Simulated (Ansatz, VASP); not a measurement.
## One calculation of N, two programs

Contents of INCAR:

```
  PREC = Accurate
  ENCUT = 520
  EDIFF = 1E-8
  ISMEAR = -1
  SIGMA = 0.08
  LREAL = F
  LASPH = T
  NELM = 60
  ALGO = Normal
  ISIF = 2
  LWAVE = F
  LCHARG = F
  GGA = PE
  LEFG = T
  NBANDS = 12
```

KPOINTS

```
Automatic mesh
0
Gamma
  13 13 13
```

File POSCAR:

```
N
1.0
    0.0000000000      2.1263703300      2.1263703300
    2.1263703300      0.0000000000      2.1263703300
    2.1263703300      2.1263703300      0.0000000000
N
2
Direct
    0.0000000000      0.0000000000      0.0000000000
    0.2500000000      0.2500000000      0.2500000000
```

Input for Ansatz:

```yaml
crystal:
  lattice:
    - [0.0, 2.12637033, 2.12637033]
    - [2.12637033, 0.0, 2.12637033]
    - [2.12637033, 2.12637033, 0.0]
  atoms:
    - { symbol: "N", position: [0.0, 0.0, 0.0] }
    - { symbol: "N", position: [0.25, 0.25, 0.25] }
kpoints:
  mp_grid: { grid: [13, 13, 13] }
scf:
  occupations: { method: fermi_dirac, width: 0.08 }
hamiltonian:
  xc: pbe
  pseudopotentials: { kind: paw }
output:
  forces: true
  stress: true
  eigenvalues: true
  efg: { contact_densities: true }
```

Change from the starting cell: volume scaled by 1.05, PAW files.

Alike in both runs: task electric field gradients; functional PBE; k mesh 13 × 13 × 13; occupations fermi-dirac, width 0.08 eV; no spin polarisation.

|  | VASP | Ansatz |
| --- | --- | --- |
| version | VASP 6.6.1 | Ansatz 0.2.0 |
| potentials or method | VASP PAW PBE potentials, release 64 (N) | PAW with Ansatz's default frozen-core files, scalar-relativistic |
| plane-wave cutoff (eV) | 520 | 420 |
| valence electrons in the cell | 10 | 10 |

|  | VASP | Ansatz | Ansatz less VASP |
| --- | --- | --- | --- |
| pressure (GPa) | -7.0 | -7.0 | -0.04 |
